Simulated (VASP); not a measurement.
# NaI in VASP: notebook, part 2 of 2

VASP 6.6.1. Earlier steps stand in the parts before.

## 3. Single point, r2SCAN (epitaxial xy strain +5.6%)

Input file POSCAR:

```
NaI
1.0
    4.2684229627      0.0000000000      0.0000000000
    0.0000000000      4.2684229627      0.0000000000
    0.0000000000      0.0000000000      4.0491393821
Na I
1 1
Direct
    0.0000000000      0.0000000000      0.0000000000
    0.5000000000      0.5000000000      0.5000000000
```

Input file INCAR.step1:

```
SYSTEM = NaI
PREC     = Accurate       ! precision mode
ENCUT    = 520            ! plane-wave cutoff, eV
ISMEAR   = 0              ! smearing method
SIGMA    = 0.01           ! smearing width, eV
LREAL    = .False.        ! projectors in reciprocal space
LASPH    = .True.         ! aspherical terms in the spheres
NELM     = 100            ! most SCF steps
NBANDS   = 14             ! bands
GGA      = PE             ! functional
ALGO     = Normal         ! electronic algorithm
EDIFF    = 1E-4           ! SCF threshold, eV
LWAVE    = .True.         ! write WAVECAR
LCHARG   = .False.        ! write CHGCAR
```

Input file INCAR.step2:

```
SYSTEM = NaI
PREC     = Accurate       ! precision mode
ENCUT    = 520            ! plane-wave cutoff, eV
EDIFF    = 1E-6           ! SCF threshold, eV
ISMEAR   = 0              ! smearing method
SIGMA    = 0.01           ! smearing width, eV
LREAL    = .False.        ! projectors in reciprocal space
LASPH    = .True.         ! aspherical terms in the spheres
NELM     = 100            ! most SCF steps
ALGO     = Normal         ! electronic algorithm
ISIF     = 2              ! what is computed and relaxed
LWAVE    = .False.        ! write WAVECAR
LCHARG   = .False.        ! write CHGCAR
METAGGA  = R2SCAN         ! meta-GGA
LMIXTAU  = .True.       
NBANDS   = 14             ! bands
ISTART   = 1
```

Input file KPOINTS:

```
Automatic mesh
0
Gamma
  6 6 6
  0 0 0
```

Potentials or basis: VASP PAW PBE potentials, release 64 (Na_pv, I).

On the command line:

```bash
> cat potpaw_PBE.64/Na_pv/POTCAR potpaw_PBE.64/I/POTCAR > POTCAR
> cp INCAR.step1 INCAR
> mpirun -np 1 vasp_std > vasp.out
> cp INCAR.step2 INCAR
> mpirun -np 1 vasp_std > vasp.out
```

OUTCAR:

```text
SYSTEM = NaI
   PREC = Accurate
   ENCUT = 520
   EDIFF = 1E-6
   ISMEAR = 0
   LREAL = .False.
   LASPH = .True.
   NELM = 100
   ISIF = 2
   METAGGA = R2SCAN
   ISTART = 1

 ion  position               nearest neighbor table
   1  0.000  0.000  0.000-
   2  0.500  0.500  0.500-

  LATTYP: Found a simple tetragonal cell.
 ALAT       =     4.2684229627
 C/A-ratio  =     0.9486265577

  Lattice vectors:

 A1 = (   4.2684229627,   0.0000000000,   0.0000000000)
[... 592 lines left out ...]

 [... further k-points ...]

------------------------ aborting loop because EDIFF is reached ----------------------------------------

  FORCE on cell =-STRESS in cart. coord.  units (eV):
  Direction    XX          YY          ZZ          XY          YZ          ZX
  --------------------------------------------------------------------------------------
  -------------------------------------------------------------------------------------
  Total       -1.0574993     -1.0574993     -0.0117042      0.0000000      0.0000000      0.0000000
  in kB      -22.9664061    -22.9664061     -0.2541868      0.0000000      0.0000000      0.0000000
  external PRESSURE =     -15.3956663 kB  Pullay stress =       0.0000000 kB

 VOLUME and BASIS-vectors are now :
 -----------------------------------------------------------------------------
  energy-cutoff  :      520.00
  volume of cell :       73.77
      direct lattice vectors                 reciprocal lattice vectors
     4.268422963  0.000000000  0.000000000     0.234278563  0.000000000  0.000000000
     0.000000000  4.268422963  0.000000000     0.000000000  0.234278563  0.000000000
     0.000000000  0.000000000  4.049139382     0.000000000  0.000000000  0.246966060

 POSITION                                       TOTAL-FORCE (eV/Angst)
 -----------------------------------------------------------------------------------
      0.00000      0.00000      0.00000         0.000000      0.000000      0.000000
      2.13421      2.13421      2.02457         0.000000      0.000000      0.000000
 -----------------------------------------------------------------------------------
    total drift:                                0.000000      0.000000     -0.000000

  FREE ENERGIE OF THE ION-ELECTRON SYSTEM (eV)
  ---------------------------------------------------
  free  energy   TOTEN  =       -30.6677060183 eV

  energy  without entropy=      -30.6677060183  energy(sigma->0) =      -30.66770602
```

OSZICAR.step1:

```text
N       E                     dE             d eps       ncg     rms          rms(c)
DAV:   1     0.800758566989E+02    0.80076E+02   -0.65670E+03  1120   0.884E+02
DAV:   2     0.144989442244E+01   -0.78626E+02   -0.72319E+02  1208   0.209E+02
DAV:   3    -0.502927619147E+01   -0.64792E+01   -0.64327E+01  1444   0.590E+01
DAV:   4    -0.518971076324E+01   -0.16043E+00   -0.16038E+00  1420   0.960E+00
DAV:   5    -0.519347351761E+01   -0.37628E-02   -0.37627E-02  1516   0.143E+00    0.175E+00
DAV:   6    -0.506360876752E+01    0.12986E+00   -0.12040E-01  1366   0.189E+00    0.115E+00
DAV:   7    -0.502886717855E+01    0.34742E-01   -0.10780E-01  1402   0.162E+00    0.643E-01
DAV:   8    -0.502939603671E+01   -0.52886E-03   -0.83265E-03  1174   0.693E-01    0.150E-01
DAV:   9    -0.502928185497E+01    0.11418E-03   -0.25375E-04  1450   0.135E-01    0.634E-02
DAV:  10    -0.502931822538E+01   -0.36370E-04   -0.10805E-04  1210   0.856E-02
   1 F= -.50293182E+01 E0= -.50293182E+01  d E =-.696757E-84
```

Run time: 2.3 min. Hardware: 1 thread of AMD EPYC 7R43 (Zen 3), shared host; peak memory 0.16 GiB.

Results:

```yaml
Free_energy: -30.6677 eV
Pressure: -1.5 GPa
Band_gap_on_the_k_mesh: 2.63 eV, indirect (least direct gap 3.09 eV)
```

Caveat: the cell differs from its parent crystal (epitaxial xy strain +5.6%); the PAW data sets were made with another functional, which shifts forces and pressure a little; spin-orbit coupling is left out, which moves the levels of the heavy elements. A k mesh can miss the band edges.

## 4. Single point, HSE06 (shear xy strain +2.1%)

Input file POSCAR:

```
NaI
1.0
    4.0405366932      0.0428296889      0.0000000000
    0.0428296889      4.0405366932      0.0000000000
    0.0000000000      0.0000000000      4.0405366932
Na I
1 1
Direct
    0.0000000000      0.0000000000      0.0000000000
    0.5000000000      0.5000000000      0.5000000000
```

Input file INCAR.step1:

```
PREC = Accurate
ENCUT = 520
EDIFF = 1E-5
ISMEAR = 0
SIGMA = 0.01
LREAL = False
LASPH = True
NELM = 100
ALGO = Normal
ISIF = 2
LWAVE = True
GGA = PE
NBANDS = 14
```

Input file INCAR.step2:

```
PREC = Accurate
ENCUT = 520
EDIFF = 1E-6
ISMEAR = 0
SIGMA = 0.01
LREAL = False
LASPH = True
NELM = 100
ALGO = Normal
ISIF = 2
LWAVE = False
LCHARG = True
GGA = PE
LHFCALC = True
HFSCREEN = 0.2079
PRECFOCK = Normal
LELF = True
LVHAR = True
ISTART = 1
NBANDS = 14
```

Input file KPOINTS:

```
Automatic mesh
0
Gamma
  4 4 4
```

On the command line:

```bash
> cat potpaw_PBE.64/Na_pv/POTCAR potpaw_PBE.64/I/POTCAR > POTCAR
> cp INCAR.step1 INCAR
> mpirun -np 1 vasp_std > vasp.out
> cp INCAR.step2 INCAR
> mpirun -np 1 vasp_std > vasp.out
```

It took 11 min on 1 thread of AMD EPYC 7R43 (Zen 3), shared host; peak memory 0.26 GiB.

The run converged. Its results:

| Item | Value |
| --- | --- |
| Free energy | -5.9112 eV |
| Pressure | 0.2 GPa |
| Band gap on the k mesh | 3.23 eV, indirect (least direct gap 3.68 eV) |

Stress tensor (GPa, compression positive):
```
0.19 0.08 0.00
0.08 0.19 0.00
0.00 0.00 0.19
```

Levels at points of the mesh, in eV from the valence-band top:
```tsv
k point	band 3	band 4	band 5	band 6	band 7	band 8	band 9	band 10	band 11	band 12
(0.00, 0.00, 0.00)	-26.17	-12.83	-0.74	-0.70	-0.67	3.23	6.52	6.52	12.35	12.48
(0.50, 0.00, 0.00)	-26.17	-12.46	-3.50	-0.35	-0.35	5.59	7.43	8.05	8.99	9.01
(0.50, 0.50, 0.00)	-26.17	-12.14	-2.82	-2.77	0.00	3.68	8.03	9.31	9.47	9.96
(0.00, 0.00, 0.50)	-26.17	-12.46	-3.50	-0.39	-0.31	5.59	7.43	8.06	8.94	9.04
(0.50, 0.00, 0.50)	-26.17	-12.14	-2.80	-2.80	0.00	3.68	8.03	9.38	9.39	9.99
(0.50, 0.50, 0.50)	-26.17	-11.84	-2.29	-2.27	-2.25	5.01	5.08	5.15	7.74	14.81
```

Caveat: the cell differs from its parent crystal (shear xy strain +2.1%); the PAW data sets were made with another functional, which shifts forces and pressure a little; spin-orbit coupling is left out, which moves the levels of the heavy elements.

## 5. Single point, PBE (shear xy strain +2.1%)

Input file INCAR:

```
SYSTEM = NaI
PREC = Accurate
ENCUT = 520
EDIFF = 1E-6
ISMEAR = -1
SIGMA = 0.02
LREAL = .False.
LASPH = .True.
NELM = 100
ALGO = Normal
ISIF = 2
LWAVE = .False.
LCHARG = .False.
GGA = PE
NBANDS = 14
```

Input file KPOINTS:

```
Automatic mesh
0
Gamma
  6 6 6
  0 0 0
```

POSCAR is that of step 4.

On the command line:

```bash
> cat potpaw_PBE.64/Na_pv/POTCAR potpaw_PBE.64/I/POTCAR > POTCAR
> mpirun -np 1 vasp_std > vasp.out
```

Wall time 21 s (1 thread of AMD EPYC 7R43 (Zen 3), shared host); peak memory 0.16 GiB.

The run converged. Its results:

* Free energy: -5.0730 eV
* Pressure: 0.3 GPa
* Band gap on the k mesh: 2.30 eV, indirect (least direct gap 2.79 eV)

Stress tensor (GPa, compression positive):
```
0.31 0.07 0.00
0.07 0.31 0.00
0.00 0.00 0.31
```

Levels at points of the mesh, in eV from the valence-band top:
```csv
k point,band 4,band 5,band 6,band 7,band 8,band 9,band 10,band 11
"(0.00, 0.00, 0.00)",-11.82,-0.68,-0.65,-0.61,2.30,5.59,5.60,11.08
"(0.50, 0.00, 0.00)",-11.49,-3.26,-0.32,-0.32,4.64,6.30,7.05,7.91
"(0.50, 0.50, 0.00)",-11.21,-2.61,-2.56,0.00,2.79,7.00,8.19,8.34
"(0.00, 0.00, 0.50)",-11.49,-3.26,-0.36,-0.29,4.64,6.30,7.06,7.86
"(0.50, 0.00, 0.50)",-11.21,-2.59,-2.59,0.00,2.79,7.00,8.26,8.27
"(0.50, 0.50, 0.50)",-10.93,-2.12,-2.10,-2.08,4.12,4.18,4.25,6.56
```

Caveat: the cell differs from its parent crystal (shear xy strain +2.1%); spin-orbit coupling is left out, which moves the levels of the heavy elements. A k mesh can miss the band edges.

## 6. The runs side by side

```csv
level,cell,k mesh,smearing,grid for exact exchange (PRECFOCK),screening parameter,gap on the mesh (eV),pressure (GPa)
HSE06,"a = 4.268, b = 4.268, c = 4.049 Å, 2 atoms",4 × 4 × 4,gaussian 0.01 eV,Normal,0.2079 1/Å,2.81,-1.3
r2SCAN,"a = 4.268, b = 4.268, c = 4.049 Å, 2 atoms",6 × 6 × 6,gaussian 0.01 eV,-,-,2.63,-1.5
HSE06,"a = 4.041 Å, angles 90.0, 90.0, 88.8°, 2 atoms",4 × 4 × 4,gaussian 0.01 eV,Normal,0.2079 1/Å,3.23,0.2
PBE,"a = 4.041 Å, angles 90.0, 90.0, 88.8°, 2 atoms",6 × 6 × 6,fermi-dirac 0.02 eV,-,-,2.30,0.3
```

Alike in all rows: task single point; potentials or basis VASP PAW PBE potentials, release 64 (Na_pv, I); no spin polarisation; cutoff (eV) 520.

Caveats: spin-orbit coupling is left out, which moves the levels of the heavy elements; the PAW data sets were made with another functional, which shifts forces and pressure a little (some runs).

Absolute energies hang on the potentials; compare differences alone.
